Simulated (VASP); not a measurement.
# Re in VASP: notebook, part 2 of 2

VASP 6.6.1. The steps go on from the part before.

## (3) Relaxation of cell and atoms, PBE

This run uses another cell than the first one: it holds 1 atom, not 8.

INCAR reads:

```
PREC = Accurate
ENCUT = 600
EDIFF = 1E-6
ISMEAR = 0
SIGMA = 0.1
LREAL = F
LASPH = T
NELM = 100
ALGO = Normal
ISIF = 3
LWAVE = F
LCHARG = F
GGA = PE
IBRION = 2
NSW = 100
EDIFFG = -0.01
```

KPOINTS reads:

```
regular mesh
0
Gamma
  24 24 24
```

POSCAR reads:

```
Re
1.0
    0.0000000000      1.9578049246      1.9578049246
    1.9578049246      0.0000000000      1.9578049246
    1.9578049246      1.9578049246      0.0000000000
Re
1
Direct
    0.5000000000      0.5000000000      0.5000000000
```

Potentials or basis: VASP PAW PBE potentials, release 64 (Re).

Command:

```bash
$ cat potpaw_PBE.64/Re/POTCAR > POTCAR
$ mpirun -np 1 vasp_std > vasp.out
```

OUTCAR:

```text
PREC = Accurate
   ENCUT = 600
   EDIFF = 1E-6
   ISMEAR = 0
   LREAL = F
   LASPH = T
   NELM = 100
   ISIF = 3
   GGA = PE
   IBRION = 2
   NSW = 100
   EDIFFG = -0.01

 ion  position               nearest neighbor table
   1  0.500  0.500  0.500-

  LATTYP: Found a face centered cubic cell.
 ALAT       =     3.9156098492

  Lattice vectors:

 A1 = (   0.0000000000,   1.9578049246,   1.9578049246)
 A2 = (   1.9578049246,   0.0000000000,   1.9578049246)
 A3 = (   1.9578049246,   1.9578049246,   0.0000000000)

Analysis of symmetry for initial positions (statically):
=====================================================================
 Subroutine PRICEL returns:
 Original cell was already a primitive cell.

 Routine SETGRP: Setting up the symmetry group for a
 face centered cubic supercell.

 Subroutine GETGRP returns: Found 48 space group operations
 (whereof 48 operations were pure point group operations)
 out of a pool of 48 trial point group operations.

The static configuration has the point symmetry O_h .

Analysis of symmetry for dynamics (positions and initial velocities):
[... 167 lines left out ...]
  Total       -0.0520580     -0.0520580     -0.0520580      0.0000000      0.0000000      0.0000000
  in kB       -5.5572473     -5.5572473     -5.5572473      0.0000000      0.0000000      0.0000000
  external PRESSURE =      -5.5572473 kB  Pullay stress =       0.0000000 kB
[... 57 lines left out ...]
--------------------------------------- Ionic step        3  -------------------------------------------

 number of electron       7.0000001 magnetization

 Free energy of the ion-electron system (eV)
  ---------------------------------------------------
  ext. energy  EPLUGINS =         0.00000000
  ---------------------------------------------------
  free energy    TOTEN  =       -12.36605029 eV

  energy without entropy =      -12.36105991  energy(sigma->0) =      -12.36355510

 E-fermi :   7.9267     XC(G=0): -13.6310

 val. band max:        7.9245268093   @ k =   0.4583   0.2500   0.1250
 cond. band min:       7.9279463530   @ k =   0.5000   0.2500   0.0417
 fundamental gap:      0.0034195437
 Fermi energy:         7.9267049899

 k-point     1 :       0.0000    0.0000    0.0000
  band No.  band energies     occupation
      1      -2.0759      2.00000
      2       6.0595      2.00000
      3       6.0595      2.00000
      4       6.0595      2.00000
      5       9.1604      0.00000
      6       9.1604      0.00000
      7      21.8244      0.00000
[... 221 lines left out ...]
 k-point    24 :       0.4583    0.0417    0.0000
  band No.  band energies     occupation
      1       1.2475      2.00000
      2       5.8075      2.00000
      3       5.9804      2.00000
      4       7.5690      2.00000
      5      11.5055      0.00000
      6      11.5730      0.00000
      7      18.0426      0.00000

 [... further k-points ...]

------------------------ aborting loop because EDIFF is reached ----------------------------------------

  FORCE on cell =-STRESS in cart. coord.  units (eV):
  Direction    XX          YY          ZZ          XY          YZ          ZX
  --------------------------------------------------------------------------------------
  -------------------------------------------------------------------------------------
  Total        0.0042571      0.0042571      0.0042571     -0.0000000     -0.0000000      0.0000000
  in kB        0.4551628      0.4551628      0.4551628     -0.0000000     -0.0000000      0.0000000
  external PRESSURE =       0.4551628 kB  Pullay stress =       0.0000000 kB
[... 16 lines left out ...]
  FREE ENERGIE OF THE ION-ELECTRON SYSTEM (eV)
  ---------------------------------------------------
  free  energy   TOTEN  =       -12.3660502918 eV

  energy  without entropy=      -12.3610599054  energy(sigma->0) =      -12.36355510

 reached required accuracy - stopping structural energy minimisation
```

CONTCAR:

```text
Re
   1.00000000000000
     0.0000000000000000    1.9567759338082262    1.9567759338082262
     1.9567759338082262    0.0000000000000000    1.9567759338082262
     1.9567759338082262    1.9567759338082262    0.0000000000000000
  Re
     1
Direct
     0.5000000000000000    0.5000000000000000    0.5000000000000000

  0.00000000E+00  0.00000000E+00  0.00000000E+00
```

Wall time 29 s (1 thread of Intel Xeon 6975P-C (Granite Rapids), shared host); peak memory 0.19 GiB.

Results:

* Free energy: -12.3661 eV
* Relaxed volume: 14.98 Å³/atom
* Relaxed cell: a = 2.767 Å, b = 2.767 Å, c = 2.767 Å, α = 60.00°, β = 60.00°, γ = 60.00°
* Space group after relaxing (to 0.1 Å): Fm-3m (No. 225)
* Energy gained by relaxing: 0.0 meV/atom
* Ionic steps: 3
* Pressure after relaxing: 0.0 GPa
* Band gap on the k mesh: zero (an odd number of electrons rules out a gap without spin polarisation)

Final structure:
```xyz
1
Lattice="0.0000 1.9568 1.9568 1.9568 0.0000 1.9568 1.9568 1.9568 0.0000" Properties=species:S:1:pos:R:3 pbc="T T T"
Re    1.9568    1.9568    1.9568
```

Caveat: spin-orbit coupling is left out, which moves the levels of the heavy elements.

## (4) Single point, PBE

INCAR reads:

```
SYSTEM = Re
ALGO     = Fast           ! electronic algorithm
EDIFF    = 1E-6           ! SCF threshold, eV
ENCUT    = 520            ! plane-wave cutoff, eV
GGA      = PE             ! functional
ISIF     = 2              ! what is computed and relaxed
ISMEAR   = 0              ! smearing method
LASPH    = .TRUE.         ! aspherical terms in the spheres
LCHARG   = .FALSE.        ! write CHGCAR
LREAL    = .FALSE.        ! projectors in reciprocal space
LWAVE    = .FALSE.        ! write WAVECAR
NBANDS   = 38             ! bands
NELM     = 60             ! most SCF steps
PREC     = Accurate       ! precision mode
SIGMA    = 0.2            ! smearing width, eV
```

KPOINTS reads:

```
k-points
0
G
  6 6 6
  0 0 0
```

POSCAR reads:

```
Re
1.0
   -0.0001042514      3.9157411056      3.9156708117
    3.9154239806      0.0000140229      3.9155523323
    3.9154692516      3.9156677234     -0.0000313334
Re
8
Direct
    0.2501030395      0.2499904562      0.2499164053
    0.2500832757      0.2500842888      0.7498785476
    0.2500537160      0.7500230636      0.2499615001
    0.2499649222      0.7500177175      0.7499917530
    0.7500416487      0.2499488668      0.2499777725
    0.7499210362      0.2499866592      0.7500896640
    0.7498890940      0.7499733395      0.2501252272
    0.7499432679      0.7499756084      0.7500591303
```

Command:

```bash
$ cat potpaw_PBE.64/Re/POTCAR > POTCAR
$ mpirun -np 1 vasp_std > vasp.out
```

Run time: 12 min. Hardware: 1 thread of Intel Xeon 6975P-C (Granite Rapids), shared host; peak memory 0.52 GiB.

The run converged. Its results:

| Item | Value |
| --- | --- |
| Free energy | -98.9801 eV |
| Pressure | -0.6 GPa |
| Largest force | 0.006 eV/Å |
| Band gap on the k mesh | zero (bands 28 and 29 overlap by 1.86 eV) |

Forces on the atoms (eV/Å):
```
Re   0.005 -0.002 -0.004
Re   0.000  0.001 -0.006
Re  -0.001 -0.002 -0.002
Re   0.002  0.001  0.001
Re   0.003  0.001  0.001
Re  -0.004  0.000  0.004
Re  -0.005  0.001  0.004
Re   0.000  0.000  0.002
```

Levels at points of the mesh, in eV from the Fermi level:
```tsv
k point	band 27	band 28	band 29	band 30	band 31	band 32
(0.00, 0.00, 0.00)	1.24	1.24	2.73	2.73	2.73	3.68
(0.50, 0.00, 0.00)	0.20	0.21	0.21	0.21	0.21	0.21
(0.00, 0.50, 0.00)	0.21	0.21	0.21	0.21	0.21	0.21
(0.00, 0.00, 0.50)	0.21	0.21	0.21	0.21	0.21	0.21
(0.50, 0.50, 0.00)	-0.35	-0.35	0.21	0.22	0.36	0.36
(0.50, 0.00, 0.50)	-0.35	-0.35	0.21	0.21	0.36	0.36
(0.00, 0.50, 0.50)	-0.35	-0.35	0.21	0.21	0.36	0.36
(0.50, 0.50, 0.50)	0.21	0.21	0.21	0.21	0.21	0.21
```

Caveat: spin-orbit coupling is left out, which moves the levels of the heavy elements.

## (5) Summary

```csv
task,cell,k mesh,cutoff (eV),smearing,gap on the mesh (eV),pressure (GPa)
single point,"a = 5.537 Å, angles 60.0°, 8 atoms, atomic positions A",6 × 6 × 6,520,gaussian 0.2 eV,none,-0.5
relaxation of cell and atoms,"relaxed from a = 2.769 Å, angles 60.0°, 1 atom, atomic positions B",24 × 24 × 24,600,gaussian 0.1 eV,none,0.0
single point,"a = 5.538 Å, angles 60.0°, 8 atoms, atomic positions C",6 × 6 × 6,520,gaussian 0.2 eV,none,-0.6
```

Alike in all rows: level PBE; potentials or basis VASP PAW PBE potentials, release 64 (Re); no spin polarisation.

Caveats: spin-orbit coupling is left out, which moves the levels of the heavy elements.

Total energies depend on the potentials used, so only differences within one code and one set of settings carry meaning.

The gap in the log of VASP goes by the Fermi energy; the results here count the filled bands.